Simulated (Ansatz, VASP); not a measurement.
One calculation of Rb3Mg, two programs

```
CELL_PARAMETERS angstrom
4.91157 0.00000 0.00000
0.00000 4.91157 0.00000
0.00000 0.00000 11.63064
ATOMIC_POSITIONS crystal
Rb 0.00000 0.00000 0.69153
Rb 0.00000 0.00000 0.30847
Rb 0.50000 0.50000 0.00000
Mg 0.50000 0.50000 0.50000
```

Change from the starting cell: species swapped into the MnFe3 type (P4/mmm, No. 123).

Alike in both runs: functional PBE; k mesh 4 × 4 × 2; occupations gaussian, width 0.1 eV; no spin polarisation.

Ansatz relaxed the structure, and its values are those at the end. VASP's run is a single point on that final structure, the one shown.

```csv
,VASP,Ansatz
version,VASP 6.6.1,Ansatz 0.2.0
potentials or method,"VASP PAW PBE potentials, release 64 (Rb_sv, Mg), cutoff 520 eV","scalar-relativistic, plane waves, PAW"
valence electrons in the cell,29,37
```

```tsv
	VASP	Ansatz	Ansatz less VASP
gap on the k mesh at the Fermi level (eV)	none	none	-
pressure (GPa)	-0.1	-0.1	0.00
rms of the force components (eV/Å)	0.002	0.003	+0.0010
```

A gap of «none» marks a metal or a gap that the smearing closes. The functional is the same, so the differences come from potentials, cutoffs and numerics. VASP's potentials hold 29 valence electrons a cell and Ansatz's 37, so a difference there can come from the potentials and not from the codes.
